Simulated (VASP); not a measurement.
Input of a VASP 6.6.1 run:

INCAR

```
SYSTEM = SnGe2
  ALGO = Normal
  EDIFF = 1E-6
  EDIFFG = -0.04
  ENCUT = 600
  GGA = PE
  IBRION = 2
  ISIF = 3
  ISMEAR = 0
  LASPH = .TRUE.
  LCHARG = .FALSE.
  LREAL = .FALSE.
  LWAVE = .FALSE.
  NELM = 100
  NSW = 90
  PREC = Accurate
  SIGMA = 0.1
```

File KPOINTS:

```
k-points
0
G
  4 4 4
  0 0 0
```

File POSCAR:

```
SnGe2
1.0
   -2.7453890600      2.7453890600      4.4207823200
    2.7453890600     -2.7453890600      4.4207823200
    2.7453890600      2.7453890600     -4.4207823200
Sn Ge
2 4
Direct
    0.9166666700      0.4166666700      0.5000000000
    0.5833333300      0.0833333300      0.5000000000
    0.2500000000      0.7500000000      0.5000000000
    0.6666666700      0.6666666700      0.0000000000
    0.3333333300      0.3333333300      0.0000000000
    0.0000000000      0.0000000000      0.0000000000
```

Potentials or basis: VASP PAW PBE potentials, release 64 (Sn_d, Ge_d).

Run with:

```sh
$ cat potpaw_PBE.64/Sn_d/POTCAR potpaw_PBE.64/Ge_d/POTCAR > POTCAR
$ mpirun -np 1 vasp_std > vasp.out
```

(1) What does it give for the relaxed cell?

(2) What does it give for the relaxed volume?

(3) What does it give for the space group after relaxing (to 0.05 Å)?

Answers

(1) a = 5.943 Å, b = 5.943 Å, c = 5.943 Å, α = 125.57°, β = 125.57°, γ = 80.59°.

(2) 22.32 Å³/atom.

(3) I-4m2 (No. 119).

Caveat: the k points lie up to 0.41 Å⁻¹ apart in the final cell.
